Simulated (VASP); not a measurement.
Input of a VASP 6.6.1 run:

The input INCAR:

```
PREC     = Accurate       # precision mode
ENCUT    = 520            # plane-wave cutoff, eV
EDIFF    = 1E-7           # SCF threshold, eV
ISMEAR   = 0              # smearing method
SIGMA    = 0.05           # smearing width, eV
LREAL    = False          # projectors in reciprocal space
LASPH    = True           # aspherical terms in the spheres
NELM     = 80             # most SCF steps
ALGO     = Normal         # electronic algorithm
ISIF     = 2              # what is computed and relaxed
LWAVE    = False          # write WAVECAR
LCHARG   = False          # write CHGCAR
GGA      = PS             # functional
NBANDS   = 12             # bands
```

Contents of KPOINTS:

```
Automatic mesh
0
Gamma
  10 10 10
```

Contents of POSCAR:

```
LiF
1.0
    0.0000000000      2.0140000000      2.0140000000
    1.9384750000      0.0000000000      2.0140000000
    1.9384750000      2.0140000000      0.0000000000
Li F
1 1
Direct
    0.0000000000      0.0000000000      0.0000000000
    0.5000000000      0.5000000000      0.5000000000
```

Potentials or basis: VASP PAW PBE potentials, release 64 (Li_sv, F).

Command:

```sh
$ cat potpaw_PBE.64/Li_sv/POTCAR potpaw_PBE.64/F/POTCAR > POTCAR
$ mpirun -np 1 vasp_std > vasp.out
```

Estimate the band gap on the k mesh.

9.23 eV, direct.

Caveat: the cell differs from its parent crystal (strain -0.0375 x Voigt [1, 0, 0, 0, 0, 0]). A k mesh can miss the band edges.
